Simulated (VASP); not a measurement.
# NaF (Fm-3m) in VASP: a series of runs

NaF is run at these levels: PBEsol, PBE; tasks: single point, vibrations by perturbation theory.

Program: VASP 6.6.1. These are calculated values, not measurements. Logs are shortened: lines on timing, memory, paths and dates and some standing lists are left out, and cuts for length are marked.

### Step 1. The cell of the first run

The structure is cubic, space group Fm-3m (No. 225). The conventional cell has a = 4.700 Å, b = 4.700 Å, c = 4.700 Å, α = 90.00°, β = 90.00°, γ = 90.00°. Within 3.1 Å of Na (site symmetry m-3m) lie 6 F at 2.35 Å. Within 3.1 Å of F (site symmetry m-3m) lie 6 Na at 2.35 Å.

### Step 2. Single point, PBEsol

Input file POSCAR:

```
NaF
1.0
    0.0000000000      2.3497917110      2.3497917110
    2.3497917110      0.0000000000      2.3497917110
    2.3497917110      2.3497917110      0.0000000000
Na F
1 1
Direct
    0.0000000000      0.0000000000      0.0000000000
    0.5000000000      0.5000000000      0.5000000000
```

Input file INCAR.step1:

```
SYSTEM = NaF
ALGO     = Normal         ! electronic algorithm
EDIFF    = 1E-6           ! SCF threshold, eV
ENCUT    = 520            ! plane-wave cutoff, eV
GGA      = PS             ! functional
ISIF     = 2              ! what is computed and relaxed
ISMEAR   = 0              ! smearing method
LASPH    = .TRUE.         ! aspherical terms in the spheres
LCHARG   = .TRUE.         ! write CHGCAR
LREAL    = .FALSE.        ! projectors in reciprocal space
LWAVE    = .FALSE.        ! write WAVECAR
NBANDS   = 14             ! bands
NELM     = 60             ! most SCF steps
PREC     = Accurate       ! precision mode
SIGMA    = 0.02           ! smearing width, eV
```

Input file KPOINTS.step1:

```
k-points
0
G
  8 8 8
  0 0 0
```

Input file INCAR.step2:

```
SYSTEM = NaF
ALGO     = Normal         ! electronic algorithm
EDIFF    = 1E-6           ! SCF threshold, eV
ENCUT    = 520            ! plane-wave cutoff, eV
GGA      = PS             ! functional
ICHARG   = 11             ! starting density
ISIF     = 2              ! what is computed and relaxed
ISMEAR   = -5             ! smearing method
LASPH    = .TRUE.         ! aspherical terms in the spheres
LCHARG   = .FALSE.        ! write CHGCAR
LORBIT   = 10             ! projections on sites
LREAL    = .FALSE.        ! projectors in reciprocal space
LWAVE    = .FALSE.        ! write WAVECAR
NBANDS   = 14             ! bands
NEDOS    = 1001           ! points of the DOS
NELM     = 60             ! most SCF steps
PREC     = Accurate       ! precision mode
SIGMA    = 0.02           ! smearing width, eV
```

Input file KPOINTS.step2:

```
k-points
0
G
  12 12 12
  0 0 0
```

Potentials or basis: VASP PAW PBE potentials, release 64 (Na_pv, F).

Run with:

```console
cat potpaw_PBE.64/Na_pv/POTCAR potpaw_PBE.64/F/POTCAR > POTCAR
cp INCAR.step1 INCAR
cp KPOINTS.step1 KPOINTS
mpirun -np 1 vasp_std > vasp.out
cp INCAR.step2 INCAR
cp KPOINTS.step2 KPOINTS
mpirun -np 1 vasp_std > vasp.out
```

OUTCAR:

```text
SYSTEM = NaF
   EDIFF = 1E-6
   ENCUT = 520
   GGA = PS
   ICHARG = 11
   ISIF = 2
   ISMEAR = -5
   LASPH = .TRUE.
   LORBIT = 10
   LREAL = .FALSE.
   NELM = 60
   PREC = Accurate

 ion  position               nearest neighbor table
   1  0.000  0.000  0.000-
   2  0.500  0.500  0.500-

  LATTYP: Found a face centered cubic cell.
 ALAT       =     4.6995834220

  Lattice vectors:

 A1 = (   0.0000000000,   2.3497917110,   2.3497917110)
 A2 = (   2.3497917110,   0.0000000000,   2.3497917110)
 A3 = (   2.3497917110,   2.3497917110,   0.0000000000)

Analysis of symmetry for initial positions (statically):
=====================================================================
 Subroutine PRICEL returns:
 Original cell was already a primitive cell.

 Routine SETGRP: Setting up the symmetry group for a
 face centered cubic supercell.

 Subroutine GETGRP returns: Found 48 space group operations
 (whereof 48 operations were pure point group operations)
 out of a pool of 48 trial point group operations.

The static configuration has the point symmetry O_h .

Analysis of symmetry for dynamics (positions and initial velocities):
=====================================================================
 Subroutine PRICEL returns:
 Original cell was already a primitive cell.

 Routine SETGRP: Setting up the symmetry group for a
 face centered cubic supercell.

 Subroutine GETGRP returns: Found 48 space group operations
 (whereof 48 operations were pure point group operations)
 out of a pool of 48 trial point group operations.

The dynamic configuration has the point symmetry O_h .

 Subroutine INISYM returns: Found 48 space group operations
 (whereof 48 operations are pure point group operations),
 and found     1 'primitive' translations

----------------------------------------------------------------------------------------

                                     Primitive cell

  volume of cell :      25.9488

  direct lattice vectors                    reciprocal lattice vectors
     0.000000000  2.349791711  2.349791711    -0.212784817  0.212784817  0.212784817
     2.349791711  0.000000000  2.349791711     0.212784817 -0.212784817  0.212784817
     2.349791711  2.349791711  0.000000000     0.212784817  0.212784817 -0.212784817

  length of vectors
     3.323107306  3.323107306  3.323107306     0.368554115  0.368554115  0.368554115

  position of ions in fractional coordinates (direct lattice)
     0.000000000  0.000000000  0.000000000
     0.500000000  0.500000000  0.500000000

  ion indices of the primitive-cell ions
   primitive index   ion index
                 1           1
                 2           2

----------------------------------------------------------------------------------------

 KPOINTS: k-points

Automatic generation of k-mesh.
 Grid dimensions read from file:
 generate k-points for:   12   12   12

 Generating k-lattice:

  Cartesian coordinates                     Fractional coordinates (reciprocal lattice)
    -0.017732068  0.017732068  0.017732068     0.083333333  0.000000000  0.000000000
     0.017732068 -0.017732068  0.017732068     0.000000000  0.083333333  0.000000000
     0.017732068  0.017732068 -0.017732068     0.000000000  0.000000000  0.083333333

  Length of vectors
     0.030712843  0.030712843  0.030712843

  Shift w.r.t. Gamma in fractional coordinates (k-lattice)
     0.000000000  0.000000000  0.000000000

 TETIRR: Found    247 inequivalent tetrahedra from    10368

 Subroutine IBZKPT returns following result:
 ===========================================

 Found     72 irreducible k-points:

 Following reciprocal coordinates:
            Coordinates               Weight
  0.000000  0.000000  0.000000      1.000000
  0.083333  0.000000  0.000000      8.000000
  0.166667  0.000000  0.000000      8.000000
  0.250000  0.000000  0.000000      8.000000
  0.333333  0.000000  0.000000      8.000000
  0.416667  0.000000  0.000000      8.000000
[... 16 lines left out ...]
  0.500000  0.166667  0.000000     24.000000
 -0.416667  0.166667  0.000000     24.000000
 [... further k-points ...]
   k-points           NKPTS =     72   k-points in BZ     NKDIM =     72   number of bands    NBANDS=     14
   number of dos      NEDOS =   1001   number of ions     NIONS =      2
   total plane-waves  NPLWV =  21952
   dimension x,y,z NGX =    28 NGY =   28 NGZ =   28
   dimension x,y,z NGXF=    56 NGYF=   56 NGZF=   56
   ions per type =               1   1
   NGX,Y,Z   is equivalent  to a cutoff of  14.01, 14.01, 14.01 a.u.
   NGXF,Y,Z  is equivalent  to a cutoff of  28.02, 28.02, 28.02 a.u.
 SYSTEM =  NaF
   PREC   = accura    normal or accurate (medium, high low for compatibility)
   ISTART =      0    job   : 0-new  1-cont  2-samecut
   ICHARG =     11    charge: 1-file 2-atom 10-const
   ISPIN  =      1    spin polarized calculation?
   LNONCOLLINEAR =      F non collinear calculations
   LSORBIT =      F    spin-orbit coupling
   LASPH  =      T    aspherical Exc in radial PAW
   ENCUT  =  520.0 eV  38.22 Ry    6.18 a.u.   6.18  6.18  6.18*2*pi/ulx,y,z
   NELM   =     60;   NELMIN=  2; NELMDL=  0     # of ELM steps
   EDIFF  = 0.1E-05   stopping-criterion for ELM
   LREAL  =      F    real-space projection
   EDIFFG = 0.1E-04   stopping-criterion for IOM
   NSW    =      0    number of steps for IOM
   IBRION =     -1    ionic relax: 0-MD 1-quasi-New 2-CG
   NFREE  =      0    steps in history (QN), initial steepest desc. (CG)
   ISIF   =      2    stress and relaxation
   ISYM   =      2    0-nonsym 1-usesym 2-fastsym
   POTIM  = 0.5000    time-step for ionic-motion
   TEBEG  =    0.0;   TEEND  =   0.0 temperature during run
   PSTRESS=    0.0 pullay stress
   NELECT =      14.0000    total number of electrons
   NUPDOWN=      -1.0000    fix difference up-down
   EMIN   =  10.00;   EMAX   =-10.00  energy-range for DOS
   EFERMI =   0.00;   METHOD = LEGACY
   ISMEAR =    -5;   SIGMA  =   0.02  broadening in eV -4-tet -1-fermi 0-gaus
   EFERMI_NEDOS =   21; number of points for ismear=-14 and -15
   IALGO  =     38    algorithm
   IMIX   =      4    mixing-type and parameters
     AMIX     =   0.40;   BMIX     =  1.00
     AMIX_MAG =   1.60;   BMIX_MAG =  1.00
  volume/ion in A,a.u.               =      12.97        87.56
  Fermi-wavevector in a.u.,A,eV,Ry     =   1.332738  2.518510 24.166543  1.776191
  Thomas-Fermi vector in A             =   2.461650
   LORBIT       =     10    0 simple, 1 ext, 2 COOP (PROOUT), +10 PAW based schemes
   GGA     = PS    functional components
   LHFCALC =     F    Hartree Fock is set to
   AEXX    =    0.0000 exact exchange contribution
   IVDW    =     0    specifies the selected vdW correction
   LEPSILON=     F    determine dielectric tensor
   LRPA    =     F    only Hartree local field effects (RPA)
 non-spin polarized calculation
 Fermi weights with tetrahedron method with Bloechl corrections
  energy-cutoff  :      520.00
  volume of cell :       25.95
 maximum number of plane-waves:       725
 NGX is ok and might be reduce to    28

 number of electron      14.0000002 magnetization

 Free energy of the ion-electron system (eV)
  ---------------------------------------------------
  ext. energy  EPLUGINS =         0.00000000
  ---------------------------------------------------
  free energy    TOTEN  =        -8.76294452 eV

  energy without entropy =       -8.76294452  energy(sigma->0) =       -8.76294452

 E-fermi :  -2.3492     XC(G=0):  -9.1246

 val. band max:       -2.3501875203   @ k =   0.0000   0.0000   0.0000
 cond. band min:       3.5986913778   @ k =   0.0000   0.0000   0.0000
 fundamental gap:      5.9488788981
 Fermi energy:        -2.3492165234

 k-point     1 :       0.0000    0.0000    0.0000
  band No.  band energies     occupation
      1     -21.3391      2.00000
      2     -21.2474      2.00000
      3     -21.2474      2.00000
      4     -21.2474      2.00000
      5      -2.3502      2.00000
      6      -2.3502      2.00000
      7      -2.3502      2.00000
      8       3.5987      0.00000
      9      16.1992      0.00000
     10      16.1992      0.00000
     11      16.1992      0.00000
     12      18.7975      0.00000
     13      21.1360      0.00000
     14      21.1360      0.00000

 k-point     2 :       0.0833    0.0000    0.0000
  band No.  band energies     occupation
      1     -21.4879      2.00000
      2     -21.2481      2.00000
      3     -21.2481      2.00000
      4     -21.0895      2.00000
      5      -2.4858      2.00000
      6      -2.3664      2.00000
      7      -2.3664      2.00000
      8       3.8452      0.00000
      9      15.1953      0.00000
     10      16.3010      0.00000
     11      16.3010      0.00000
     12      19.9011      0.00000
     13      20.8084      0.00000
     14      20.8084      0.00000

 k-point     3 :       0.1667    0.0000    0.0000
  band No.  band energies     occupation
      1     -21.6550      2.00000
      2     -21.2502      2.00000
      3     -21.2502      2.00000
      4     -20.8990      2.00000
      5      -2.8201      2.00000
      6      -2.4106      2.00000
      7      -2.4106      2.00000
      8       4.5055      0.00000
      9      13.7009      0.00000
     10      16.5699      0.00000
     11      16.5699      0.00000
     12      20.2439      0.00000
     13      20.2439      0.00000
     14      21.1417      0.00000
[... 324 lines left out ...]
 k-point    23 :       0.5000    0.1667    0.0000
  band No.  band energies     occupation
      1     -21.8819      2.00000
      2     -21.2805      2.00000
      3     -21.2676      2.00000
      4     -20.5674      2.00000
      5      -3.6902      2.00000
      6      -2.7740      2.00000
      7      -2.6264      2.00000
      8       8.3126      0.00000
      9      10.0529      0.00000
     10      15.0538      0.00000
     11      16.9539      0.00000
     12      17.9766      0.00000
     13      21.2291      0.00000
     14      23.5327      0.00000

 k-point    24 :      -0.4167    0.1667    0.0000
  band No.  band energies     occupation
      1     -21.8952      2.00000
      2     -21.2861      2.00000
      3     -21.2638      2.00000
      4     -20.5483      2.00000
      5      -3.7039      2.00000
      6      -2.8088      2.00000
      7      -2.6184      2.00000
      8       8.5153      0.00000
      9       9.8936      0.00000
     10      14.8570      0.00000
     11      17.1589      0.00000
     12      18.4217      0.00000
     13      20.5985      0.00000
     14      23.3083      0.00000

 [... further k-points ...]
[... 5 lines left out ...]
  --------------------------------------------------------------------------------------
  -------------------------------------------------------------------------------------
  Total       -0.3273349     -0.3273349     -0.3273349     -0.0000000     -0.0000000      0.0000000
  in kB      -20.2108625    -20.2108625    -20.2108625     -0.0000000     -0.0000000      0.0000000
  external PRESSURE =     -20.2108625 kB  Pullay stress =       0.0000000 kB

 VOLUME and BASIS-vectors are now :
 -----------------------------------------------------------------------------
  energy-cutoff  :      520.00
  volume of cell :       25.95
      direct lattice vectors                 reciprocal lattice vectors
     0.000000000  2.349791711  2.349791711    -0.212784817  0.212784817  0.212784817
     2.349791711  0.000000000  2.349791711     0.212784817 -0.212784817  0.212784817
     2.349791711  2.349791711  0.000000000     0.212784817  0.212784817 -0.212784817

 POSITION                                       TOTAL-FORCE (eV/Angst)
 -----------------------------------------------------------------------------------
      0.00000      0.00000      0.00000         0.000000     -0.000000      0.000000
      2.34979      2.34979      2.34979        -0.000000      0.000000     -0.000000
 -----------------------------------------------------------------------------------
    total drift:                                0.000000      0.000000      0.000000

  FREE ENERGIE OF THE ION-ELECTRON SYSTEM (eV)
  ---------------------------------------------------
  free  energy   TOTEN  =        -8.7629445158 eV

  energy  without entropy=       -8.7629445158  energy(sigma->0) =       -8.76294452

 total charge

# of ion       s       p       d       tot
------------------------------------------
    1        0.047   5.992   0.000   6.039
    2        1.726   4.361   0.000   6.086
--------------------------------------------------
tot          1.773  10.352   0.000  12.125
```

It took 26 s on 1 thread of AMD EPYC 7R13 (Zen 3), shared host; peak memory 0.12 GiB.

Results:

```
Valence electrons inside the program's atomic spheres : Na 6.04; F 6.09
```

Caveat: the PAW data sets were made with another functional, which shifts forces and pressure a little.

(Continued in part 2 of 2.)
